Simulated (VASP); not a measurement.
# K (Im-3m) in VASP: further runs, part 2 of 2

VASP 6.6.1. Earlier steps stand in the parts before.

### 3 Relaxation of cell and atoms, r2SCAN

This run uses another cell than the first one, of 71.32 Å³/atom.

The input, POSCAR:

```
K
1.0
   -2.6125000000      2.6125000000      2.6125000000
    2.6125000000     -2.6125000000      2.6125000000
    2.6125000000      2.6125000000     -2.6125000000
K
1
Direct
    0.0000000000      0.0000000000      0.0000000000
```

The input, INCAR.step1:

```
SYSTEM = K
ALGO = Normal
EDIFF = 1E-5
EDIFFG = -0.005
ENCUT = 550
GGA = PE
GGA_COMPAT = .FALSE.
IBRION = 2
ISIF = 3
ISMEAR = -1
LASPH = .TRUE.
LCHARG = .FALSE.
LREAL = .FALSE.
LWAVE = .TRUE.
NELM = 120
NELMIN = 4
NSW = 100
PREC = Accurate
SIGMA = 0.02
```

The input, INCAR.step2:

```
SYSTEM = K
ALGO = Normal
EDIFF = 1E-7
EDIFFG = -0.02
ENCUT = 550
GGA_COMPAT = .FALSE.
IBRION = 2
ISIF = 3
ISMEAR = -1
ISTART = 1
LASPH = .TRUE.
LCHARG = .FALSE.
LMIXTAU = .TRUE.
LREAL = .FALSE.
LWAVE = .FALSE.
METAGGA = R2SCAN
NELM = 120
NELMIN = 4
NSW = 80
PREC = Accurate
SIGMA = 0.02
```

The input, KPOINTS:

```
k-points
0
G
  6 6 6
  0 0 0
```

Potentials or basis: VASP PAW PBE potentials, release 64 (K_sv).

The run is started by

```
$ cat potpaw_PBE.64/K_sv/POTCAR > POTCAR
$ cp INCAR.step1 INCAR
$ mpirun -np 1 vasp_std > vasp.out
$ cp INCAR.step2 INCAR
$ mpirun -np 1 vasp_std > vasp.out
```

OUTCAR:

```text
SYSTEM = K
   EDIFF = 1E-7
   EDIFFG = -0.02
   ENCUT = 550
   IBRION = 2
   ISIF = 3
   ISMEAR = -1
   ISTART = 1
   LASPH = .TRUE.
   LREAL = .FALSE.
   METAGGA = R2SCAN
   NELM = 120
   NELMIN = 4
   NSW = 80
   PREC = Accurate

 ion  position               nearest neighbor table
   1  0.000  0.000  0.000-

  LATTYP: Found a body centered cubic cell.
 ALAT       =     5.2250000000

  Lattice vectors:

 A1 = (  -2.6125000000,   2.6125000000,   2.6125000000)
 A2 = (   2.6125000000,  -2.6125000000,   2.6125000000)
 A3 = (   2.6125000000,   2.6125000000,  -2.6125000000)

Analysis of symmetry for initial positions (statically):
=====================================================================
 Subroutine PRICEL returns:
 Original cell was already a primitive cell.

 Routine SETGRP: Setting up the symmetry group for a
 body centered cubic supercell.

 Subroutine GETGRP returns: Found 48 space group operations
 (whereof 48 operations were pure point group operations)
 out of a pool of 48 trial point group operations.

The static configuration has the point symmetry O_h .

Analysis of symmetry for dynamics (positions and initial velocities):
=====================================================================
 Subroutine PRICEL returns:
 Original cell was already a primitive cell.

 Routine SETGRP: Setting up the symmetry group for a
 body centered cubic supercell.

 Subroutine GETGRP returns: Found 48 space group operations
 (whereof 48 operations were pure point group operations)
 out of a pool of 48 trial point group operations.

The dynamic configuration has the point symmetry O_h .

 Subroutine INISYM returns: Found 48 space group operations
 (whereof 48 operations are pure point group operations),
 and found     1 'primitive' translations

----------------------------------------------------------------------------------------

[... 83 lines left out ...]
   EDIFFG = -.2E-01   stopping-criterion for IOM
   NSW    =     80    number of steps for IOM
   IBRION =      2    ionic relax: 0-MD 1-quasi-New 2-CG
   NFREE  =      1    steps in history (QN), initial steepest desc. (CG)
   ISIF   =      3    stress and relaxation
   ISYM   =      2    0-nonsym 1-usesym 2-fastsym
   POTIM  = 0.5000    time-step for ionic-motion
   TEBEG  =    0.0;   TEEND  =   0.0 temperature during run
   PSTRESS=    0.0 pullay stress
   NELECT =       9.0000    total number of electrons
   NUPDOWN=      -1.0000    fix difference up-down
   EMIN   =  10.00;   EMAX   =-10.00  energy-range for DOS
   EFERMI =   0.00;   METHOD = LEGACY
   ISMEAR =    -1;   SIGMA  =   0.02  broadening in eV -4-tet -1-fermi 0-gaus
   EFERMI_NEDOS =   21; number of points for ismear=-14 and -15
   IALGO  =     38    algorithm
   IMIX   =      4    mixing-type and parameters
     AMIX     =   0.40;   BMIX     =  1.00
     AMIX_MAG =   1.60;   BMIX_MAG =  1.00
  volume/ion in A,a.u.               =      71.32       481.31
  Fermi-wavevector in a.u.,A,eV,Ry     =   0.821131  1.551714  9.173822  0.674257
  Thomas-Fermi vector in A             =   1.932236
   LORBIT       =      0    0 simple, 1 ext, 2 COOP (PROOUT), +10 PAW based schemes
   METAGGA = R2SCAN    functional components
   LHFCALC =     F    Hartree Fock is set to
   AEXX    =    0.0000 exact exchange contribution
   IVDW    =     0    specifies the selected vdW correction
   LEPSILON=     F    determine dielectric tensor
   LRPA    =     F    only Hartree local field effects (RPA)
 conjugate gradient relaxation of ions
 non-spin polarized calculation
  energy-cutoff  :      550.00
  volume of cell :       71.32
 maximum number of plane-waves:      2100
 NGX is ok and might be reduce to    36
   NGX = 17   NGY = 17   NGZ = 17

--------------------------------------- Ionic step        1  -------------------------------------------

 number of electron       9.0000000 magnetization

 Free energy of the ion-electron system (eV)
  ---------------------------------------------------
  ext. energy  EPLUGINS =         0.00000000
  ---------------------------------------------------
  free energy    TOTEN  =        -5.98532441 eV

  energy without entropy =       -5.97923270  energy(sigma->0) =       -5.98227856

 E-fermi :   0.0330     XC(G=0):  -5.9856

 val. band max:       -0.2648067271   @ k =   0.1667   0.1667   0.1667
 cond. band min:       0.0380699959   @ k =   0.3333   0.1667   0.0000
 fundamental gap:      0.3028767230
 Fermi energy:         0.0330436978

 k-point     1 :       0.0000    0.0000    0.0000
  band No.  band energies     occupation
      1     -33.6314      2.00000
      2     -16.3010      2.00000
      3     -16.3010      2.00000
      4     -16.3010      2.00000
      5      -2.3424      2.00000
      6       4.7895      0.00000
      7       4.7895      0.00000
      8       4.7895      0.00000
[... 232 lines left out ...]
--------------------------------------- Ionic step        3  -------------------------------------------

 number of electron       9.0000000 magnetization

 Free energy of the ion-electron system (eV)
  ---------------------------------------------------
  ext. energy  EPLUGINS =         0.00000000
  ---------------------------------------------------
  free energy    TOTEN  =        -5.98986843 eV

  energy without entropy =       -5.98377671  energy(sigma->0) =       -5.98682257

 E-fermi :  -0.1303     XC(G=0):  -5.7999

 val. band max:       -0.4192798758   @ k =   0.1667   0.1667   0.1667
 cond. band min:      -0.1253090570   @ k =   0.3333   0.1667   0.0000
 fundamental gap:      0.2939708188
 Fermi energy:        -0.1303353534

 k-point     1 :       0.0000    0.0000    0.0000
  band No.  band energies     occupation
      1     -33.8399      2.00000
      2     -16.5139      2.00000
      3     -16.5139      2.00000
      4     -16.5139      2.00000
      5      -2.3998      2.00000
      6       4.5545      0.00000
      7       4.5545      0.00000
      8       4.5545      0.00000
[... 191 lines left out ...]
  FREE ENERGIE OF THE ION-ELECTRON SYSTEM (eV)
  ---------------------------------------------------
  free  energy   TOTEN  =        -5.9898684298 eV

  energy  without entropy=       -5.9837767122  energy(sigma->0) =       -5.98682257

 reached required accuracy - stopping structural energy minimisation
```

OSZICAR.step1:

```text
N       E                     dE             d eps       ncg     rms          rms(c)
DAV:   1     0.445149245946E+02    0.44515E+02   -0.37106E+03   256   0.882E+02
DAV:   2     0.351719447022E+00   -0.44163E+02   -0.44017E+02   256   0.218E+02
DAV:   3    -0.101219494055E+01   -0.13639E+01   -0.13639E+01   448   0.328E+01
DAV:   4    -0.102459912450E+01   -0.12404E-01   -0.12404E-01   360   0.326E+00
[... 48 lines left out ...]
       N       E                     dE             d eps       ncg     rms          rms(c)
DAV:   1    -0.102661936783E+01   -0.79733E-04   -0.19783E-03   256   0.547E-01    0.663E-02
DAV:   2    -0.102655762842E+01    0.61739E-04   -0.15458E-04   264   0.152E-01    0.234E-02
DAV:   3    -0.102654051345E+01    0.17115E-04   -0.68012E-05   360   0.765E-02    0.203E-02
DAV:   4    -0.102654343346E+01   -0.29200E-05   -0.26490E-06   128   0.170E-02
   8 F= -.10265434E+01 E0= -.10234976E+01  d E =-.126773E-02
```

Wall time 3 min (1 thread of AMD EPYC 9R45 (Zen 5), shared host); peak memory 0.19 GiB.

Results:

```
Free energy                           : -5.9899 eV
Relaxed volume                        : 76.77 Å³/atom
Relaxed cell                          : a = 4.637 Å, b = 4.637 Å, c = 4.637 Å, α = 109.47°, β = 109.47°, γ = 109.47°
Space group after relaxing (to 0.1 Å) : Im-3m (No. 229)
Energy gained by relaxing             : 4.5 meV/atom
Ionic steps                           : 3
Pressure after relaxing               : 0.0 GPa
Band gap on the k mesh                : zero (an odd number of electrons rules out a gap without spin polarisation)
```

The path:
```
step  energy change (eV)  largest force (eV/Å)  pressure (GPa)  volume (Å³)
   1              0.0000                0.0000            0.29        71.32
   2             -0.0021                0.0000            0.22        72.66
   3             -0.0045                0.0000            0.00        76.77
```

Final structure:
```xyz
1
Lattice="-2.6774 2.6774 2.6774 2.6774 -2.6774 2.6774 2.6774 2.6774 -2.6774" Properties=species:S:1:pos:R:3 pbc="T T T"
K     0.0000    0.0000    0.0000
```

Caveat: the PAW data sets were made with another functional, which shifts forces and pressure a little.

The gap in the log of VASP goes by the Fermi energy; the results here count the filled bands.